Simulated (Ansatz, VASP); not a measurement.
## CO2 in VASP and in Ansatz

```
CELL_PARAMETERS angstrom
4.59463 0.00000 0.00000
0.00000 4.59463 0.00000
0.09570 0.00000 4.78481
ATOMIC_POSITIONS crystal
C 0.50000 0.50000 0.50000
C 0.00000 0.00000 0.00000
O 0.32039 0.67961 0.50000
O 0.67961 0.32039 0.50000
O 0.17961 0.17961 0.00000
O 0.82039 0.82039 0.00000
```

Change from the starting cell: shear of c along a, cell held, atoms relaxed: +2.0 %.

Alike in both runs: functional PBEsol; k mesh 6 × 6 × 6; occupations gaussian, width 0.02 eV; no spin polarisation.

Ansatz relaxed the structure, and its values are those at the end. VASP's run is a single point on that final structure, the one shown.

|  | VASP | Ansatz |
| --- | --- | --- |
| version | VASP 6.6.1 | Ansatz 0.2.0 |
| potentials or method | VASP PAW PBE potentials, release 64 (C, O), cutoff 520 eV | scalar-relativistic, plane waves, PAW |
| valence electrons in the cell | 32 | 32 |

```csv
,VASP,Ansatz,Ansatz less VASP
gap on the k mesh at the Fermi level (eV),6.57,6.59,+0.018
least direct gap on the mesh (eV),6.78,6.80,+0.019
pressure (GPa),1.5,0.0,-1.48
rms of the force components (eV/Å),0.332,0.001,-0.3311
```

VASP's potentials were made for PBE, not for PBEsol. The functional is the same, so the differences come from potentials, cutoffs and numerics. Ansatz's warnings: stress scf threshold loose.

Noted on VASP's run: the standard files for N, O and F lose accuracy on very short bonds.
